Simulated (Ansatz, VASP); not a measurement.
# Two plane-wave programs on Fe

File INCAR:

```
ALGO = Normal
EDIFF = 1E-6
EDIFFG = -0.005
ENCUT = 600
GGA = PS
IBRION = 2
ISIF = 3
ISMEAR = -1
ISPIN = 2
LASPH = True
LCHARG = False
LMAXMIX = 4
LORBIT = 11
LREAL = False
LWAVE = False
MAGMOM = 2.5
NELM = 150
NSW = 60
PREC = Accurate
SIGMA = 0.08
```

File KPOINTS:

```
k-points
0
Gamma
  22 22 22
```

POSCAR

```
Fe
1.0
   -1.3940650116      1.3940650116      1.3940650116
    1.3940650116     -1.3940650116      1.3940650116
    1.3940650116      1.3940650116     -1.3940650116
Fe
1
Direct
    0.0000000000      0.0000000000      0.0000000000
```

Input for Ansatz:

```yaml
crystal:
  lattice:
    - [-1.3940650116, 1.3940650116, 1.3940650116]
    - [1.3940650116, -1.3940650116, 1.3940650116]
    - [1.3940650116, 1.3940650116, -1.3940650116]
  atoms:
    - { symbol: Fe, position: [0.0, 0.0, 0.0], spin: 2.5 }
magnetization:
  spin_polarized: true
kpoints:
  mp_grid: { grid: [22, 22, 22] }
scf:
  occupations: { method: fermi_dirac, width: 0.08 }
  eigensolver: { kind: davidson }
hamiltonian:
  xc: pbesol
  pseudopotentials: { kind: paw }
output:
  forces: true
  stress: true
relax:
  f_tol: 0.005
  max_steps: 40
  cell: {}
```

Alike in both runs: task relaxation of cell and atoms; functional PBEsol; k mesh 22 × 22 × 22; occupations fermi-dirac, width 0.08 eV; collinear spin.

```csv
,VASP,Ansatz
version,VASP 6.6.1,Ansatz 0.2.0
potentials or method,"VASP PAW PBE potentials, release 64 (Fe)","PAW with Ansatz's default frozen-core files, scalar-relativistic"
plane-wave cutoff (eV),600,420
valence electrons in the cell,8,16
```

Ansatz gave:

| Property | Result |
| --- | --- |
| net moment per atom (μB) | 2.11 |
| size of the moment on the site where the two differ most (μB) | 2.13 |
| relaxed volume (Å³/atom) | 10.84 |
| relaxed cell length with the largest relative difference (Å) | 2.415 |

**Question.** What did VASP give for the same quantities?

**Answer.** net moment per atom (μB): 2.12; size of the moment on the site where the two differ most (μB): 2.10; relaxed volume (Å³/atom): 10.83; relaxed cell length with the largest relative difference (Å): 2.414.

VASP's potentials were made for PBE, not for PBEsol. Site moments also hang on the region over which each program counts them. VASP's potentials hold 8 valence electrons a cell and Ansatz's 16, so a difference there can come from the potentials and not from the codes.
